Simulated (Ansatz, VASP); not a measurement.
**Ti2Co: VASP beside Ansatz**

```
CELL_PARAMETERS angstrom
0.00000 3.36500 3.36500
3.36500 0.00000 3.36500
3.36500 3.36500 0.00000
ATOMIC_POSITIONS crystal
Ti 0.12500 0.12500 0.12500
Ti 0.62500 0.12500 0.12500
Ti 0.12500 0.12500 0.62500
Ti 0.12500 0.62500 0.12500
Co 0.50000 0.50000 0.50000
Co 0.75000 0.75000 0.75000
```

Alike in both runs: task single point; functional r2SCAN; k mesh 4 × 4 × 4; occupations gaussian, width 0.1 eV; collinear spin.

```csv
,VASP,Ansatz
version,VASP 6.6.1,Ansatz 0.2.0
potentials or method,"VASP PAW PBE potentials, release 64 (Ti_sv, Co), cutoff 520 eV","scalar-relativistic, plane waves, PAW"
valence electrons in the cell,66,82
```

Ansatz gave:

| Property | Result |
| --- | --- |
| gap on the k mesh at the Fermi level (eV) | none |
| pressure (GPa) | 24.3 |
| net moment per atom (μB) | 0.63 |
| size of the moment on the site where the two differ most (μB) | 1.46 |

Question: Which values does VASP return?

Answer: gap on the k mesh at the Fermi level (eV): none; pressure (GPa): 20.2; net moment per atom (μB): 0.08; size of the moment on the site where the two differ most (μB): 0.07.

The net moments are unlike, so the other rows may belong to different states. VASP's potentials were made for PBE, not for r2SCAN. Site moments also hang on the region over which each program counts them. A gap of «none» marks a metal or a gap that the smearing closes. VASP's potentials hold 66 valence electrons a cell and Ansatz's 82, so a difference there can come from the potentials and not from the codes. Ansatz's warnings: stability check not made.

The k mesh is coarse, so the values compare programs but aren't converged.
